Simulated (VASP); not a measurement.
# TiTe2 (P-3m1) in VASP: a series of runs

TiTe2 is run at these levels: PBEsol; tasks: single point.

Everything below comes from runs of VASP 6.6.1. Logs are shortened: lines on timing, memory, paths and dates and some standing lists are left out, and cuts for length are marked.

### 1 The cell of the first run

Symmetry: P-3m1, No. 164, trigonal system. The conventional cell has a = 3.777 Å, b = 3.777 Å, c = 6.498 Å, α = 90.00°, β = 90.00°, γ = 120.00°. Within 3.7 Å of Ti (site symmetry -3m) lie 6 Te at 2.77 Å. Te (site symmetry 3m) has 3 Ti at 2.77 Å within 3.7 Å.

### 2 Single point, PBEsol

Contents of INCAR:

```
SYSTEM = TiTe2
ALGO = Normal ; EDIFF = 1E-6
ENCUT = 520 ; GGA = PS
ISIF = 2 ; ISMEAR = -1
LASPH = .True. ; LCHARG = .False.
LREAL = .False. ; LWAVE = .False.
NBANDS = 19 ; NELM = 80
PREC = Accurate ; SIGMA = 0.3
```

Contents of KPOINTS:

```
k-points
0
Gamma
  2 2 1
  0 0 0
```

Contents of POSCAR:

```
TiTe2
1.0
    3.7770000000      0.0000000000      0.0000000000
   -1.8885000000      3.2709779501      0.0000000000
    0.0000000000      0.0000000000      6.4980000000
Ti Te
1 2
Direct
    0.0000000000      0.0000000000      0.0000000000
    0.6666670000      0.3333330000      0.2628000000
    0.3333330000      0.6666670000      0.7372000000
```

Potentials or basis: VASP PAW PBE potentials, release 64 (Ti_sv, Te).

The run is started by

```sh
$ cat potpaw_PBE.64/Ti_sv/POTCAR potpaw_PBE.64/Te/POTCAR > POTCAR
$ mpirun -np 1 vasp_std > vasp.out
```

OUTCAR:

```text
SYSTEM = TiTe2
   EDIFF = 1E-6
   ENCUT = 520
   GGA = PS
   ISIF = 2
   ISMEAR = -1
   LASPH = .True.
   LREAL = .False.
   NELM = 80
   PREC = Accurate

 ion  position               nearest neighbor table
   1  0.000  0.000  0.000-   2 2.77   3 2.77   2 2.77   3 2.77   2 2.77   3 2.77
   2  0.667  0.333  0.263-   1 2.77   1 2.77   1 2.77
   3  0.333  0.667  0.737-   1 2.77   1 2.77   1 2.77

  LATTYP: Found a hexagonal cell.
 ALAT       =     3.7770000000
 C/A-ratio  =     1.7204130262

  Lattice vectors:

 A1 = (   3.7770000000,   0.0000000000,   0.0000000000)
 A2 = (  -1.8885000000,   3.2709779501,   0.0000000000)
 A3 = (   0.0000000000,   0.0000000000,   6.4980000000)

Analysis of symmetry for initial positions (statically):
=====================================================================
 Subroutine PRICEL returns:
 Original cell was already a primitive cell.

 Routine SETGRP: Setting up the symmetry group for a
 hexagonal supercell.

 Subroutine GETGRP returns: Found 12 space group operations
 (whereof 12 operations were pure point group operations)
 out of a pool of 24 trial point group operations.

The static configuration has the point symmetry D_3d.

Analysis of symmetry for dynamics (positions and initial velocities):
=====================================================================
 Subroutine PRICEL returns:
 Original cell was already a primitive cell.

 Routine SETGRP: Setting up the symmetry group for a
 hexagonal supercell.

 Subroutine GETGRP returns: Found 12 space group operations
 (whereof 12 operations were pure point group operations)
 out of a pool of 24 trial point group operations.

The dynamic configuration has the point symmetry D_3d.

 Subroutine INISYM returns: Found 12 space group operations
 (whereof 12 operations are pure point group operations),
 and found     1 'primitive' translations

----------------------------------------------------------------------------------------

                                     Primitive cell

  volume of cell :      80.2794

  direct lattice vectors                    reciprocal lattice vectors
     3.777000000  0.000000000  0.000000000     0.264760392  0.152859484  0.000000000
    -1.888500000  3.270977950  0.000000000     0.000000000  0.305718967  0.000000000
     0.000000000  0.000000000  6.498000000     0.000000000  0.000000000  0.153893506

  length of vectors
     3.777000000  3.777000000  6.498000000     0.305718967  0.305718967  0.153893506

  position of ions in fractional coordinates (direct lattice)
[... 63 lines left out ...]
   NFREE  =      0    steps in history (QN), initial steepest desc. (CG)
   ISIF   =      2    stress and relaxation
   ISYM   =      2    0-nonsym 1-usesym 2-fastsym
   POTIM  = 0.5000    time-step for ionic-motion
   TEBEG  =    0.0;   TEEND  =   0.0 temperature during run
   PSTRESS=    0.0 pullay stress
   NELECT =      24.0000    total number of electrons
   NUPDOWN=      -1.0000    fix difference up-down
   EMIN   =  10.00;   EMAX   =-10.00  energy-range for DOS
   EFERMI =   0.00;   METHOD = LEGACY
   ISMEAR =    -1;   SIGMA  =   0.30  broadening in eV -4-tet -1-fermi 0-gaus
   EFERMI_NEDOS =   21; number of points for ismear=-14 and -15
   IALGO  =     38    algorithm
   IMIX   =      4    mixing-type and parameters
     AMIX     =   0.40;   BMIX     =  1.00
     AMIX_MAG =   1.60;   BMIX_MAG =  1.00
  volume/ion in A,a.u.               =      26.76       180.58
  Fermi-wavevector in a.u.,A,eV,Ry     =   1.094655  2.068597 16.303438  1.198269
  Thomas-Fermi vector in A             =   2.230964
   LORBIT       =      0    0 simple, 1 ext, 2 COOP (PROOUT), +10 PAW based schemes
   GGA     = PS    functional components
   LHFCALC =     F    Hartree Fock is set to
   AEXX    =    0.0000 exact exchange contribution
   IVDW    =     0    specifies the selected vdW correction
   LEPSILON=     F    determine dielectric tensor
   LRPA    =     F    only Hartree local field effects (RPA)
 non-spin polarized calculation
  energy-cutoff  :      520.00
  volume of cell :       80.28
 maximum number of plane-waves:      2164
 NGX is ok and might be reduce to    28
   NGX = 13   NGY = 13   NGZ = 25

 number of electron      23.9999998 magnetization

 Free energy of the ion-electron system (eV)
  ---------------------------------------------------
  ext. energy  EPLUGINS =         0.00000000
  ---------------------------------------------------
  free energy    TOTEN  =       -17.08067131 eV

  energy without entropy =      -16.26061957  energy(sigma->0) =      -16.67064544

 E-fermi :   7.1089     XC(G=0): -10.0001

 val. band max:        7.0233321594   @ k =   0.5000   0.0000   0.0000
 cond. band min:       7.2614920665   @ k =   0.0000   0.0000   0.0000
 fundamental gap:      0.2381599072
 Fermi energy:         7.1089109933

 k-point     1 :       0.0000    0.0000    0.0000
  band No.  band energies     occupation
      1     -49.8091      2.00000
      2     -26.2193      2.00000
      3     -26.2192      2.00000
      4     -26.1472      2.00000
      5      -5.7831      2.00000
      6      -4.2956      2.00000
[... 11 lines left out ...]
     18      11.7286      0.00000
     19      12.5118      0.00000

 k-point     2 :       0.5000    0.0000    0.0000
  band No.  band energies     occupation
      1     -49.8059      2.00000
      2     -26.2649      2.00000
      3     -26.2297      2.00000
      4     -26.1363      2.00000
      5      -4.0310      2.00000
      6      -3.8329      2.00000
[... 11 lines left out ...]
     18      11.9543      0.00000
     19      12.3706      0.00000

------------------------ aborting loop because EDIFF is reached ----------------------------------------

  FORCE on cell =-STRESS in cart. coord.  units (eV):
  Direction    XX          YY          ZZ          XY          YZ          ZX
  --------------------------------------------------------------------------------------
  -------------------------------------------------------------------------------------
  Total        0.5835107      0.5835107     -3.5808487     -0.0000000      0.0000000     -0.0000000
  in kB       11.6454176     11.6454176    -71.4648095     -0.0000000      0.0000000     -0.0000000
  external PRESSURE =     -16.0579914 kB  Pullay stress =       0.0000000 kB

 VOLUME and BASIS-vectors are now :
 -----------------------------------------------------------------------------
  energy-cutoff  :      520.00
  volume of cell :       80.28
      direct lattice vectors                 reciprocal lattice vectors
     3.777000000  0.000000000  0.000000000     0.264760392  0.152859484  0.000000000
    -1.888500000  3.270977950  0.000000000     0.000000000  0.305718967  0.000000000
     0.000000000  0.000000000  6.498000000     0.000000000  0.000000000  0.153893506

 POSITION                                       TOTAL-FORCE (eV/Angst)
 -----------------------------------------------------------------------------------
      0.00000      0.00000      0.00000        -0.000000      0.000000      0.000000
      1.88850      1.09032      1.70767         0.000000     -0.000000      0.149724
     -0.00000      2.18065      4.79033        -0.000000      0.000000     -0.149724
 -----------------------------------------------------------------------------------
    total drift:                                0.000000      0.000000      0.000000

  FREE ENERGIE OF THE ION-ELECTRON SYSTEM (eV)
  ---------------------------------------------------
  free  energy   TOTEN  =       -17.0806713067 eV

  energy  without entropy=      -16.2606195700  energy(sigma->0) =      -16.67064544
```

OSZICAR:

```text
N       E                     dE             d eps       ncg     rms          rms(c)
DAV:   1     0.186236924649E+03    0.18624E+03   -0.10371E+04    76   0.117E+03
DAV:   2    -0.791699956533E+00   -0.18703E+03   -0.18302E+03    84   0.294E+02
DAV:   3    -0.182098656393E+02   -0.17418E+02   -0.16850E+02   117   0.798E+01
DAV:   4    -0.187179506002E+02   -0.50808E+00   -0.50606E+00    96   0.143E+01
DAV:   5    -0.187370875580E+02   -0.19137E-01   -0.19131E-01   109   0.255E+00    0.110E+01
DAV:   6    -0.190700687026E+02   -0.33298E+00   -0.28912E+01    87   0.336E+01    0.114E+01
DAV:   7    -0.171718185980E+02    0.18983E+01   -0.10679E+01    98   0.251E+01    0.382E+00
DAV:   8    -0.170865944869E+02    0.85224E-01   -0.55435E-01    96   0.586E+00    0.858E-01
DAV:   9    -0.170809614068E+02    0.56331E-02   -0.32307E-02   101   0.118E+00    0.455E-01
DAV:  10    -0.170806264631E+02    0.33494E-03   -0.30018E-03    96   0.422E-01    0.386E-01
DAV:  11    -0.170812016583E+02   -0.57520E-03   -0.10117E-03    93   0.263E-01    0.246E-01
DAV:  12    -0.170806713119E+02    0.53035E-03   -0.18719E-03    93   0.407E-01    0.241E-02
DAV:  13    -0.170806731065E+02   -0.17947E-05   -0.50164E-05    88   0.687E-02    0.236E-02
DAV:  14    -0.170806713273E+02    0.17792E-05   -0.77148E-06    88   0.161E-02    0.594E-03
DAV:  15    -0.170806713067E+02    0.20605E-07   -0.10599E-06    56   0.605E-03
   1 F= -.17080671E+02 E0= -.16670645E+02  d E =-.820052E+00
```

stdout:

```text
POSCAR found type information on POSCAR TiTe
 POSCAR found :  2 types and       3 ions
 scaLAPACK will be used
 -----------------------------------------------------------------------------
|                                                                             |
|                                                                             |
|     You enforced a specific xc type in the INCAR file but a different       |
|     I HOPE YOU KNOW WHAT YOU ARE DOING!                                     |
|                                                                             |
 -----------------------------------------------------------------------------

 LDA part: xc-table for (Slater+PW92), standard interpolation
 POSCAR, INCAR and KPOINTS ok, starting setup
 FFT: planning ... GRIDC
 FFT: planning ... GRID_SOFT
 FFT: planning ... GRID
 WAVECAR not read
 entering main loop
```

Run time: 5.7 s. Hardware: 1 thread of Intel Xeon Platinum 8488C (Sapphire Rapids), shared host; peak memory 0.17 GiB.

Results:

```
Free energy            : -17.0807 eV
Pressure               : -1.6 GPa
Largest force          : 0.150 eV/Å
Band gap on the k mesh : zero (band 12 reaches 7.56 eV, above the bottom of band 13 at 7.02 eV)
```

Forces on the atoms (eV/Å):
```
Ti   0.000  0.000  0.000
Te   0.000  0.000  0.150
Te   0.000  0.000 -0.150
```

Stress tensor (GPa, compression positive):
```
 1.16  0.00  0.00
 0.00  1.16  0.00
 0.00  0.00 -7.15
```

Caveat: the k points lie up to 0.97 Å⁻¹ apart; the PAW data sets were made with another functional, which shifts forces and pressure a little; spin-orbit coupling is left out, which moves the levels of the heavy elements; this functional lacks dispersion, which binds the layers, so the pressure and a relaxed spacing across them are unreliable.

### 3 Single point, PBEsol

Contents of INCAR:

```
PREC     = Accurate       # precision mode
ENCUT    = 520            # plane-wave cutoff, eV
EDIFF    = 1E-6           # SCF threshold, eV
ISMEAR   = -1             # smearing method
SIGMA    = 0.3            # smearing width, eV
LREAL    = F              # projectors in reciprocal space
LASPH    = T              # aspherical terms in the spheres
NELM     = 100            # most SCF steps
ALGO     = Normal         # electronic algorithm
ISIF     = 2              # what is computed and relaxed
LWAVE    = F              # write WAVECAR
LCHARG   = T              # write CHGCAR
GGA      = PS             # functional
LELF     = T              # ELF
LVHAR    = T            
NBANDS   = 19             # bands
```

Contents of KPOINTS:

```
regular mesh
0
Gamma
  3 3 2
```

POSCAR is that of step 2.

Potentials or basis: VASP PAW PBE potentials, release 64 (Ti_sv, Te).

The run is started by

```sh
$ cat potpaw_PBE.64/Ti_sv/POTCAR potpaw_PBE.64/Te/POTCAR > POTCAR
$ mpirun -np 1 vasp_std > vasp.out
```

Wall time 10 s (1 thread of Intel Xeon Platinum 8488C (Sapphire Rapids), shared host); peak memory 0.18 GiB.

The run converged. Its results:

| Quantity | Value |
| --- | --- |
| Free energy | -17.6290 eV |
| Pressure | -1.5 GPa |
| Largest force | 0.100 eV/Å |
| Band gap on the k mesh | zero (band 12 reaches 7.26 eV, above the bottom of band 13 at 6.85 eV) |

Forces in eV/Å, atoms in the order of the input:
```
Ti   0.000  0.000  0.000
Te   0.000  0.000 -0.100
Te   0.000  0.000  0.100
```

Stress tensor (GPa, compression positive):
```
-1.76  0.00  0.00
 0.00 -1.76  0.00
 0.00  0.00 -0.86
```

Levels at points of the mesh, in eV from the Fermi level:
```csv
k point,band 8,band 9,band 10,band 11,band 12,band 13,band 14,band 15,band 16,band 17
"(0.00, 0.00, 0.00)",-1.62,-1.62,0.43,0.54,0.54,0.55,1.03,1.03,3.14,3.14
"(0.00, 0.00, 0.50)",-2.71,-1.54,-1.54,0.53,0.53,0.71,0.71,1.11,3.57,3.57
```

Caveat: the k points lie up to 0.64 Å⁻¹ apart; the PAW data sets were made with another functional, which shifts forces and pressure a little; spin-orbit coupling is left out, which moves the levels of the heavy elements; this functional lacks dispersion, which binds the layers, so the pressure and a relaxed spacing across them are unreliable.

### 4 Single point, PBEsol

INCAR: that of step 3 with these lines changed.

```diff
@@ -11,6 +11,4 @@
 LWAVE    = F              # write WAVECAR
-LCHARG   = T              # write CHGCAR
+LCHARG   = F              # write CHGCAR
 GGA      = PS             # functional
-LELF     = T              # ELF
-LVHAR    = T            
 NBANDS   = 19             # bands
```

Contents of KPOINTS:

```
regular mesh
0
Gamma
  4 4 2
```

POSCAR is that of step 3.

The run is started by

```sh
$ cat potpaw_PBE.64/Ti_sv/POTCAR potpaw_PBE.64/Te/POTCAR > POTCAR
$ mpirun -np 1 vasp_std > vasp.out
```

It took 13 s on 1 thread of Intel Xeon Platinum 8488C (Sapphire Rapids), shared host; peak memory 0.18 GiB.

The run converged. Its results:

```
Free energy            : -17.7125 eV
Pressure               : -1.6 GPa
Largest force          : 0.040 eV/Å
Band gap on the k mesh : zero (band 12 reaches 7.18 eV, above the bottom of band 13 at 6.47 eV)
```

Forces on the atoms (eV/Å):
```
Ti   0.000  0.000  0.000
Te   0.000  0.000 -0.040
Te   0.000  0.000  0.040
```

Stress tensor (GPa, compression positive):
```
-1.97  0.00  0.00
 0.00 -1.97  0.00
 0.00  0.00 -0.86
```

Levels at points of the mesh, in eV from the Fermi level:
```
           k point  band 8  band 9  band 10  band 11  band 12  band 13  band 14  band 15  band 16  band 17
(0.00, 0.00, 0.00)   -1.59   -1.59     0.45     0.53     0.53     0.62     1.11     1.11     3.17     3.17
(0.50, 0.00, 0.00)   -3.67   -2.68    -2.34    -1.67    -1.11     0.12     1.31     1.62     2.52     3.48
(0.00, 0.00, 0.50)   -2.64   -1.51    -1.51     0.52     0.52     0.79     0.79     1.13     3.60     3.60
(0.50, 0.00, 0.50)   -4.53   -2.34    -1.95    -0.93    -0.57    -0.18     1.31     1.60     2.73     3.64
```

Caveat: the k points lie up to 0.48 Å⁻¹ apart; the PAW data sets were made with another functional, which shifts forces and pressure a little; spin-orbit coupling is left out, which moves the levels of the heavy elements; this functional lacks dispersion, which binds the layers, so the pressure and a relaxed spacing across them are unreliable.

### 5 Single point, PBEsol

Contents of INCAR:

```
SYSTEM = TiTe2
PREC = Accurate ; ENCUT = 520
EDIFF = 1E-7 ; ISMEAR = -1
SIGMA = 0.3 ; LREAL = .False.
LASPH = .True. ; NELM = 80
ALGO = Normal ; ISIF = 2
LWAVE = .False. ; LCHARG = .True.
GGA = PS ; LELF = .True.
LVHAR = .True. ; NBANDS = 19
```

Contents of KPOINTS:

```
Automatic mesh
0
Gamma
  6 6 3
  0 0 0
```

POSCAR is that of step 4.

The run is started by

```sh
$ cat potpaw_PBE.64/Ti_sv/POTCAR potpaw_PBE.64/Te/POTCAR > POTCAR
$ mpirun -np 1 vasp_std > vasp.out
```

Wall time 27 s (1 thread of Intel Xeon Platinum 8488C (Sapphire Rapids), shared host); peak memory 0.19 GiB.

It converged, with:

```
Free energy            : -17.7523 eV
Pressure               : -1.8 GPa
Largest force          : 0.042 eV/Å
Band gap on the k mesh : zero (band 12 reaches 7.17 eV, above the bottom of band 13 at 6.62 eV)
```

Forces in eV/Å, atoms in the order of the input:
```
Ti   0.000  0.000  0.000
Te   0.000  0.000 -0.042
Te   0.000  0.000  0.042
```

Stress tensor (GPa, compression positive):
```
-2.06  0.00  0.00
 0.00 -2.06  0.00
 0.00  0.00 -1.19
```

Levels at points of the mesh, in eV from the Fermi level:
```tsv
k point	band 9	band 10	band 11	band 12	band 13	band 14	band 15	band 16
(0.00, 0.00, 0.00)	-1.58	0.46	0.54	0.54	0.63	1.12	1.12	3.17
(0.50, 0.00, 0.00)	-2.67	-2.33	-1.65	-1.09	0.13	1.30	1.62	2.52
```

Caveat: the PAW data sets were made with another functional, which shifts forces and pressure a little; spin-orbit coupling is left out, which moves the levels of the heavy elements; this functional lacks dispersion, which binds the layers, so the pressure and a relaxed spacing across them are unreliable.

[end of part 1 of 2]
